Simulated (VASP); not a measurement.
# CO2: single point with PBEsol

CO2:

```
O C
1.0
    -1.81735    1.81735    2.94739
     1.81735   -1.81735    2.94739
     1.81735    1.81735   -2.94739
O C
4 2
Cartesian
  1.1102 0.9087 3.6842
  0.7071 0.9087 0.7368
  2.7260 0.7071 -0.7368
  -0.9087 1.1102 2.2105
  0.0000 0.0000 0.0000
  0.0000 1.8173 1.4737
```

| Item | Value |
| --- | --- |
| Program | VASP 6.6.1 |
| Task | single point |
| Functional | PBEsol |
| Potentials or basis | VASP PAW PBE potentials, release 64 (O_h, C_h) |
| Cutoff | 1340 eV |
| k mesh | 9 × 9 × 9 |
| Occupations | fermi-dirac, width 0.05 eV |
| Spin | no spin polarisation |
| Dipole correction | no |
| Further INCAR settings | ALGO = Normal; EDIFF = 1e-06; NBANDS = 25 |

| Quantity | Value |
| --- | --- |
| Pressure | 30.1 GPa |
| Largest force | 0.032 eV/Å |
| Band gap on the k mesh | 7.49 eV (least direct gap 7.74 eV) |

Forces on the atoms (eV/Å):
```
O   -0.032  0.000  0.000
O    0.032  0.000  0.000
O    0.000  0.032  0.000
O    0.000 -0.032  0.000
C    0.000  0.000  0.000
C    0.000  0.000  0.000
```

Stress tensor (GPa, compression positive):
```
30.11  0.00  0.00
 0.00 30.11  0.00
 0.00  0.00 30.04
```

Levels at points of the mesh, in eV from the valence-band top:
| k point | band 14 | band 15 | band 16 | band 17 | band 18 | band 19 |
| --- | --- | --- | --- | --- | --- | --- |
| (0.00, 0.00, 0.00) | -0.62 | -0.62 | -0.24 | 7.49 | 10.37 | 10.37 |

It took 3.2 min on 1 thread of Intel(R) Xeon(R) Platinum 8375C CPU @ 2.90GHz (Ice Lake), with other jobs on the host, peak memory 0.45 GiB.

Caveat: the cell stands under pressure; the PAW data sets were made with another functional, which shifts forces and pressure a little. A k mesh can miss the band edges.
